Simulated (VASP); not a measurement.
Crystal: GaP.

```
Ga P
1.0
     0.00000    2.87203    2.59629
     2.87203    0.00000    2.59629
     2.87203    2.87203    0.00000
Ga P
1 1
Direct
  0.00000 0.00000 0.00000
  0.25000 0.25000 0.25000
```

This cell differs from its parent crystal: epitaxial xy strain +5.4%.

Base run:

| Property | Result |
| --- | --- |
| Program | VASP 6.6.1 |
| Functional | PBE |
| Potentials or basis | VASP PAW PBE potentials, release 64 (Ga_d, P) |
| Cutoff | 520 eV |
| k mesh | 8 × 8 × 8 |
| Occupations | fermi-dirac, width 0.02 eV |
| Spin | no spin polarisation |

Its results: band gap on the k mesh 0.82 eV, indirect (least direct gap 0.99 eV); pressure -2.1 GPa.

The run is repeated on the same cell with these changes: functional from PBE to r2SCAN; occupations from fermi-dirac, width 0.02 eV to gaussian, width 0.01 eV. What comes out?

Band gap on the k mesh 1.04 eV, indirect (least direct gap 1.46 eV); pressure -4.5 GPa.

Caveats: the PAW data sets were made with another functional, which shifts forces and pressure a little (some runs).

A k mesh can miss the band edges.
